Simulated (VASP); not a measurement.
Set up this calculation in VASP 6.6.1, as the native input.

```yaml
Task: single point
Functional: PBE
Potentials_or_basis: VASP PAW PBE potentials, release 64 (Al, Cu)
Cutoff: 520 eV
k_mesh: 6 × 6 × 8
Occupations: gaussian, width 0.1 eV
Spin: no spin polarisation
Dipole_correction: no
Further_INCAR_settings: ALGO = Fast; EDIFF = 1e-06; NBANDS = 46
```

The structure of Al2Cu lies in POSCAR:

```
Al2Cu
1.0
    6.1735364455      0.0000000000      0.0000000000
    0.0000000000      6.1735364455      0.0000000000
    0.0000000000      0.0000000000      4.8242907376
Al Cu
8 4
Direct
    0.1576799850      0.3423200150      0.0000000000
    0.1576799850      0.6576799850      0.5000000000
    0.8423200150      0.3423200150      0.5000000000
    0.8423200150      0.6576799850      0.0000000000
    0.6576799850      0.8423200150      0.5000000000
    0.6576799850      0.1576799850      0.0000000000
    0.3423200150      0.8423200150      0.0000000000
    0.3423200150      0.1576799850      0.5000000000
    0.0000000000      0.0000000000      0.7500000000
    0.0000000000      0.0000000000      0.2500000000
    0.5000000000      0.5000000000      0.2500000000
    0.5000000000      0.5000000000      0.7500000000
```

This cell differs from its parent crystal: biaxial strain in the a-b plane: +2.0 %.

The input as run:

INCAR

```
PREC     = Accurate       # precision mode
ENCUT    = 520            # plane-wave cutoff, eV
EDIFF    = 1E-6           # SCF threshold, eV
ISMEAR   = 0              # smearing method
SIGMA    = 0.1            # smearing width, eV
LREAL    = F              # projectors in reciprocal space
LASPH    = T              # aspherical terms in the spheres
NELM     = 100            # most SCF steps
ALGO     = Fast           # electronic algorithm
ISIF     = 2              # what is computed and relaxed
LWAVE    = F              # write WAVECAR
LCHARG   = F              # write CHGCAR
GGA      = PE             # functional
NBANDS   = 46             # bands
```

KPOINTS

```
regular mesh
0
Gamma
  6 6 8
```

Potentials or basis: VASP PAW PBE potentials, release 64 (Al, Cu).

Launch:

```console
$ cat potpaw_PBE.64/Al/POTCAR potpaw_PBE.64/Cu/POTCAR > POTCAR
$ mpirun -np 1 vasp_std > vasp.out
```

Results of the run:

```json
{
 "Pressure": "-2.3 GPa",
 "Largest force": "0.034 eV/Å",
 "Band gap on the k mesh": "zero (bands 34 and 35 overlap by 1.82 eV)"
}
```

Caveat: the cell differs from its parent crystal (biaxial strain in the a-b plane: +2.0 %).

It took 13 min on 1 thread of Intel Xeon 8259CL, with other jobs on the host, peak memory 0.47 GiB.
